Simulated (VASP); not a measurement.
PbSe, 8 atoms in the cell. The cell holds a slab with vacuum, 8 atoms: a = 4.415 Å, b = 8.830 Å, c = 12.399 Å, α = 100.23°, β = 100.23°, γ = 90.13°. 

```yaml
Program: VASP 6.6.1
Task: single point
Functional: PBEsol
Potentials_or_basis: VASP PAW PBE potentials, release 64 (Pb_d, Se)
Cutoff: 500 eV
k_mesh: 4 × 2 × 2
Occupations: gaussian, width 0.01 eV
Spin: no spin polarisation
Dipole_correction: no
Further_INCAR_settings: ALGO = Normal; EDIFF = 1e-06; NBANDS = 50
```

Potentials or basis: VASP PAW PBE potentials, release 64 (Pb_d, Se).

The run is started by

```sh
$ cat potpaw_PBE.64/Pb_d/POTCAR potpaw_PBE.64/Se/POTCAR > POTCAR
$ mpirun -np 1 vasp_std > vasp.out
```

Hardware: 1 thread of AMD EPYC 7R13 Processor (Zen 3), on a shared host.

Q: How long does it take, and how much memory?

A: It took 6.6 min on 1 thread of AMD EPYC 7R13 Processor (Zen 3), with other jobs on the host, peak memory 0.52 GiB. Counts: scf iterations 19, k points 12.
